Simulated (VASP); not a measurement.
# Pd in VASP: notebook, part 2 of 2

VASP 6.6.1. The steps go on from the part before.

**3. Single point, PBEsol**

INCAR

```
  ALGO = Fast
  EDIFF = 1E-6
  ENCUT = 520
  GGA = PS
  ISIF = 2
  ISMEAR = 0
  LASPH = T
  LCHARG = F
  LREAL = F
  LWAVE = F
  NBANDS = 11
  NELM = 80
  PREC = Accurate
  SIGMA = 0.1
```

KPOINTS

```
k-points
0
Gamma
  8 8 8
```

POSCAR

```
Pd
1.0
    0.0000000000      1.9414643384      1.9414643384
    1.9414643384      0.0000000000      1.9414643384
    1.9414643384      1.9414643384      0.0000000000
Pd
1
Direct
    0.0000000000      0.0000000000      0.0000000000
```

Potentials or basis: VASP PAW PBE potentials, release 64 (Pd).

On the command line:

```console
$ cat potpaw_PBE.64/Pd/POTCAR > POTCAR
$ mpirun -np 1 vasp_std > vasp.out
```

OUTCAR:

```text
EDIFF = 1E-6
   ENCUT = 520
   GGA = PS
   ISIF = 2
   ISMEAR = 0
   LASPH = T
   LREAL = F
   NELM = 80
   PREC = Accurate

 ion  position               nearest neighbor table
   1  0.000  0.000  0.000-

  LATTYP: Found a face centered cubic cell.
 ALAT       =     3.8829286768

  Lattice vectors:

 A1 = (   0.0000000000,   1.9414643384,   1.9414643384)
 A2 = (   1.9414643384,   0.0000000000,   1.9414643384)
 A3 = (   1.9414643384,   1.9414643384,   0.0000000000)

Analysis of symmetry for initial positions (statically):
=====================================================================
 Subroutine PRICEL returns:
 Original cell was already a primitive cell.

 Routine SETGRP: Setting up the symmetry group for a
 face centered cubic supercell.

 Subroutine GETGRP returns: Found 48 space group operations
 (whereof 48 operations were pure point group operations)
 out of a pool of 48 trial point group operations.

The static configuration has the point symmetry O_h .

Analysis of symmetry for dynamics (positions and initial velocities):
=====================================================================
 Subroutine PRICEL returns:
 Original cell was already a primitive cell.

 Routine SETGRP: Setting up the symmetry group for a
 face centered cubic supercell.

 Subroutine GETGRP returns: Found 48 space group operations
 (whereof 48 operations were pure point group operations)
 out of a pool of 48 trial point group operations.

The dynamic configuration has the point symmetry O_h .

 Subroutine INISYM returns: Found 48 space group operations
 (whereof 48 operations are pure point group operations),
 and found     1 'primitive' translations

----------------------------------------------------------------------------------------

                                     Primitive cell

  volume of cell :      14.6359

[... 105 lines left out ...]
     AMIX     =   0.40;   BMIX     =  1.00
     AMIX_MAG =   1.60;   BMIX_MAG =  1.00
  volume/ion in A,a.u.               =      14.64        98.77
  Fermi-wavevector in a.u.,A,eV,Ry     =   1.441901  2.724798 28.287577  2.079078
  Thomas-Fermi vector in A             =   2.560481
   LORBIT       =      0    0 simple, 1 ext, 2 COOP (PROOUT), +10 PAW based schemes
   GGA     = PS    functional components
   LHFCALC =     F    Hartree Fock is set to
   AEXX    =    0.0000 exact exchange contribution
   IVDW    =     0    specifies the selected vdW correction
   LEPSILON=     F    determine dielectric tensor
   LRPA    =     F    only Hartree local field effects (RPA)
 non-spin polarized calculation
 RMM-DIIS sequential band-by-band and
 Gauss-broadening in eV      SIGMA  =   0.10
  energy-cutoff  :      520.00
  volume of cell :       14.64
 maximum number of plane-waves:       411
   NGX = 11   NGY = 11   NGZ = 11

 number of electron      10.0000001 magnetization

 Free energy of the ion-electron system (eV)
  ---------------------------------------------------
  ext. energy  EPLUGINS =         0.00000000
  ---------------------------------------------------
  free energy    TOTEN  =        -5.94085803 eV

  energy without entropy =       -5.92847350  energy(sigma->0) =       -5.93466576

 E-fermi :   9.8615     XC(G=0): -13.4226

 val. band max:        9.8167097820   @ k =  -0.3750   0.3750   0.1250
 cond. band min:       9.8670042145   @ k =   0.5000   0.2500   0.0000
 fundamental gap:      0.0502944325
 Fermi energy:         9.8614716091

 k-point     1 :       0.0000    0.0000    0.0000
  band No.  band energies     occupation
      1       2.4516      2.00000
      2       6.8985      2.00000
      3       6.8985      2.00000
      4       6.8985      2.00000
      5       8.5484      2.00000
      6       8.5484      2.00000
      7      26.8839      0.00000
      8      31.6921      0.00000
      9      31.6921      0.00000
     10      31.6921      0.00000
     11      36.9462      0.00000
[... 309 lines left out ...]
 k-point    24 :      -0.3750    0.2500    0.1250
  band No.  band energies     occupation
      1       5.3248      2.00000
      2       6.0842      2.00000
      3       7.2802      2.00000
      4       7.7816      2.00000
      5       9.6359      1.99857
      6      14.5847      0.00000
      7      17.1417      0.00000
      8      25.4189      0.00000
      9      25.7350      0.00000
     10      30.9264      0.00000
     11      36.6652      0.00000

 [... further k-points ...]
[... 5 lines left out ...]
  --------------------------------------------------------------------------------------
  -------------------------------------------------------------------------------------
  Total       -0.0551866     -0.0551866     -0.0551866     -0.0000000      0.0000000      0.0000000
  in kB       -6.0412362     -6.0412362     -6.0412362     -0.0000000      0.0000000      0.0000000
  external PRESSURE =      -6.0412362 kB  Pullay stress =       0.0000000 kB

 VOLUME and BASIS-vectors are now :
 -----------------------------------------------------------------------------
  energy-cutoff  :      520.00
  volume of cell :       14.64
      direct lattice vectors                 reciprocal lattice vectors
     0.000000000  1.941464338  1.941464338    -0.257537566  0.257537566  0.257537566
     1.941464338  0.000000000  1.941464338     0.257537566 -0.257537566  0.257537566
     1.941464338  1.941464338  0.000000000     0.257537566  0.257537566 -0.257537566

 POSITION                                       TOTAL-FORCE (eV/Angst)
 -----------------------------------------------------------------------------------
      0.00000      0.00000      0.00000         0.000000      0.000000      0.000000
 -----------------------------------------------------------------------------------
    total drift:                               -0.000000     -0.000000     -0.000000

  FREE ENERGIE OF THE ION-ELECTRON SYSTEM (eV)
  ---------------------------------------------------
  free  energy   TOTEN  =        -5.9408580262 eV

  energy  without entropy=       -5.9284735014  energy(sigma->0) =       -5.93466576
```

stdout:

```text
POSCAR found type information on POSCAR Pd
 POSCAR found :  1 types and       1 ions
 scaLAPACK will be used
 -----------------------------------------------------------------------------
|                                                                             |
|                                                                             |
|     You enforced a specific xc type in the INCAR file but a different       |
|     I HOPE YOU KNOW WHAT YOU ARE DOING!                                     |
|                                                                             |
 -----------------------------------------------------------------------------

 LDA part: xc-table for (Slater+PW92), standard interpolation
 POSCAR, INCAR and KPOINTS ok, starting setup
 FFT: planning ... GRIDC
 FFT: planning ... GRID_SOFT
 FFT: planning ... GRID
 WAVECAR not read
 entering main loop
```

It used 4.6 s of CPU time on 1 thread of AMD EPYC 7R13 Processor (Zen 3) (shared host).

Results:

```
Free energy            : -5.9409 eV
Pressure               : -0.6 GPa
Band gap on the k mesh : zero (band 5 reaches 10.10 eV, above the bottom of band 6 at 8.48 eV)
```

Caveat: the PAW data sets were made with another functional, which shifts forces and pressure a little.

**4. Single point, PBEsol**

This run uses another cell than the first one, of 15.03 Å³/atom, 1.028 times its volume.

INCAR

```
SYSTEM = Pd
PREC = Accurate ; ENCUT = 520
EDIFF = 1E-6 ; ISMEAR = 0
SIGMA = 0.1 ; LREAL = .False.
LASPH = .True. ; NELM = 60
ALGO = Normal ; ISIF = 2
LWAVE = .False. ; LCHARG = .False.
GGA = PS ; NBANDS = 11
```

KPOINTS

```
regular mesh
0
Gamma
  8 8 8
  0 0 0
```

POSCAR

```
Pd
1.0
    0.0000000000      1.9586507875      1.9586507875
    1.9586507875      0.0000000000      1.9586507875
    1.9586507875      1.9586507875      0.0000000000
Pd
1
Direct
    0.0000000000      0.0000000000      0.0000000000
```

On the command line:

```console
$ cat potpaw_PBE.64/Pd/POTCAR > POTCAR
$ mpirun -np 1 vasp_std > vasp.out
```

Wall time 11 s (1 thread of AMD EPYC 7R13 (Zen 3), shared host); peak memory 0.11 GiB.

The run converged. Its results:

```yaml
Free_energy: -5.9335 eV
Pressure: -5.5 GPa
Band_gap_on_the_k_mesh: zero (band 5 reaches 9.64 eV, above the bottom of band 6 at 8.09 eV)
```

Levels at points of the mesh, in eV from the Fermi level:
| k point | band 2 | band 3 | band 4 | band 5 | band 6 | band 7 | band 8 | band 9 |
| --- | --- | --- | --- | --- | --- | --- | --- | --- |
| (0.00, 0.00, 0.00) | -2.84 | -2.84 | -2.84 | -1.26 | -1.26 | 17.01 | 21.67 | 21.67 |
| (0.50, 0.00, 0.00) | -2.88 | -2.88 | -0.09 | -0.09 | 0.86 | 7.04 | 16.36 | 20.73 |
| (0.50, 0.50, 0.00) | -5.06 | -0.11 | 0.22 | 0.22 | 3.15 | 10.43 | 12.91 | 12.91 |

Caveat: the PAW data sets were made with another functional, which shifts forces and pressure a little.

**5. Single point, PBEsol**

This run uses another cell than the first one: it holds 2 atoms, not 1.

INCAR

```
SYSTEM = Pd
PREC = Accurate ; ENCUT = 520
EDIFF = 1E-7 ; ISMEAR = 0
SIGMA = 0.1 ; LREAL = .FALSE.
LASPH = .TRUE. ; NELM = 80
ALGO = Normal ; ISIF = 2
LWAVE = .FALSE. ; LCHARG = .FALSE.
GGA = PS ; NBANDS = 17
```

KPOINTS

```
Automatic mesh
0
G
  6 6 6
  0 0 0
```

POSCAR

```
Pd
1.0
    1.3621892442      0.7864603269      4.5040922409
   -1.3621892442      0.7864603269      4.5040922409
    0.0000000000     -1.5729206537      4.5040922409
Pd
2
Direct
    0.2500030041      0.2500030041      0.2500030041
    0.7499969959      0.7499969959      0.7499969959
```

On the command line:

```console
$ cat potpaw_PBE.64/Pd/POTCAR > POTCAR
$ mpirun -np 1 vasp_std > vasp.out
```

Run time: 62 s. Hardware: 1 thread of AMD EPYC 7R13 (Zen 3), shared host; peak memory 0.17 GiB.

Results (log left out):

```yaml
Free_energy: -11.9600 eV
Pressure: -0.3 GPa
Band_gap_on_the_k_mesh: zero (band 10 reaches 10.20 eV, above the bottom of band 11 at 8.82 eV)
```

Stress tensor (GPa, compression positive):
```
-0.30  0.00  0.00
 0.00 -0.30  0.00
 0.00  0.00 -0.38
```

Levels at points of the mesh, in eV from the Fermi level:
```csv
k point,band 6,band 7,band 8,band 9,band 10,band 11,band 12,band 13,band 14,band 15
"(0.00, 0.00, 0.00)",-2.88,-2.88,-1.23,-1.23,-0.01,-0.01,0.84,7.28,16.69,17.21
"(0.50, 0.00, 0.00)",-2.39,-1.60,-1.60,0.12,0.12,3.78,3.78,9.33,9.33,14.73
"(0.50, 0.50, 0.00)",-0.02,-0.02,0.03,0.32,0.33,0.99,3.32,7.52,10.96,13.13
"(0.50, 0.50, 0.50)",-2.63,-2.63,-2.63,-1.04,-1.04,-1.04,-1.04,14.42,14.42,18.34
```

Caveat: the k points lie up to 0.45 Å⁻¹ apart; the PAW data sets were made with another functional, which shifts forces and pressure a little.

**6. Relaxation of cell and atoms, PBEsol**

This run uses another cell than the first one, of 15.03 Å³/atom, 1.028 times its volume.

INCAR

```
ALGO = Normal ; EDIFF = 1E-6
EDIFFG = -0.04 ; ENCUT = 600
GGA = PS ; IBRION = 2
ISIF = 3 ; ISMEAR = 0
LASPH = T ; LCHARG = F
LREAL = F ; LWAVE = F
NELM = 60 ; NSW = 90
PREC = Accurate ; SIGMA = 0.1
```

KPOINTS

```
k-points
0
Gamma
  8 8 8
```

POSCAR

```
Pd
1.0
    0.0000000000      1.9586507875      1.9586507875
    1.9586507875      0.0000000000      1.9586507875
    1.9586507875      1.9586507875      0.0000000000
Pd
1
Direct
    0.0000000000      0.0000000000      0.0000000000
```

Potentials or basis: VASP PAW PBE potentials, release 64 (Pd).

On the command line:

```console
$ cat potpaw_PBE.64/Pd/POTCAR > POTCAR
$ mpirun -np 1 vasp_std > vasp.out
```

It used 17 s of CPU time on 1 thread of AMD EPYC 7R13 Processor (Zen 3), on a shared host.

Results (log left out):

```yaml
Free_energy: -5.9416 eV
Relaxed_volume: 14.60 Å³/atom
Relaxed_cell: a = 2.743 Å, b = 2.743 Å, c = 2.743 Å, α = 60.00°, β = 60.00°, γ = 60.00°
Space_group_after_relaxing_to_0.05_Å: Fm-3m (No. 225)
Energy_gained_by_relaxing: 7.7 meV/atom
Ionic_steps: 3
Pressure_after_relaxing: -0.1 GPa
Band_gap_on_the_k_mesh: zero (band 5 reaches 10.15 eV, above the bottom of band 6 at 8.52 eV)
```

Step by step:
| step | energy change (eV) | largest force (eV/Å) | pressure (GPa) | volume (Å³) |
| --- | --- | --- | --- | --- |
| 1 | 0.0000 | 0.0000 | -5.51 | 15.03 |
| 2 | 0.0131 | 0.0000 | 10.65 | 13.93 |
| 3 | -0.0077 | 0.0000 | -0.07 | 14.60 |

Final structure:
```
Pd
1.0
     0.00000    1.93975    1.93975
     1.93975    0.00000    1.93975
     1.93975    1.93975    0.00000
Pd
1
Direct
  0.00000 0.00000 0.00000
```

Levels at points of the mesh, in eV from the Fermi level:
```tsv
k point	band 3	band 4	band 5	band 6	band 7	band 8
(0.00, 0.00, 0.00)	-2.98	-2.98	-1.32	-1.32	17.02	21.85
(0.50, 0.00, 0.00)	-3.02	-0.09	-0.09	0.79	7.26	16.38
(0.50, 0.50, 0.00)	-0.11	0.24	0.24	3.14	10.73	13.06
```

Caveat: the PAW data sets were made with another functional, which shifts forces and pressure a little.

**7. Summary**

| task | cell | k mesh | cutoff (eV) | gap on the mesh (eV) | pressure (GPa) | relaxed volume (Å³/atom) |
| --- | --- | --- | --- | --- | --- | --- |
| relaxation of cell and atoms | relaxed from a = 2.745 Å, angles 60.0°, 1 atom | 24 × 24 × 24 | 600 | none | 0.0 | 14.52 |
| single point | a = 2.746 Å, angles 60.0°, 1 atom | 8 × 8 × 8 | 520 | none | -0.6 | - |
| single point | a = 2.770 Å, angles 60.0°, 1 atom | 8 × 8 × 8 | 520 | none | -5.5 | - |
| single point | a = 4.771 Å, angles 33.2°, 2 atoms | 6 × 6 × 6 | 520 | none | -0.3 | - |
| relaxation of cell and atoms | relaxed from a = 2.770 Å, angles 60.0°, 1 atom | 8 × 8 × 8 | 600 | none | -0.1 | 14.60 |

Alike in all rows: level PBEsol; potentials or basis VASP PAW PBE potentials, release 64 (Pd); no spin polarisation; smearing gaussian 0.1 eV.

Caveats: some runs use coarse meshes; the PAW data sets were made with another functional, which shifts forces and pressure a little.

Absolute energies hang on the potentials; compare differences alone.
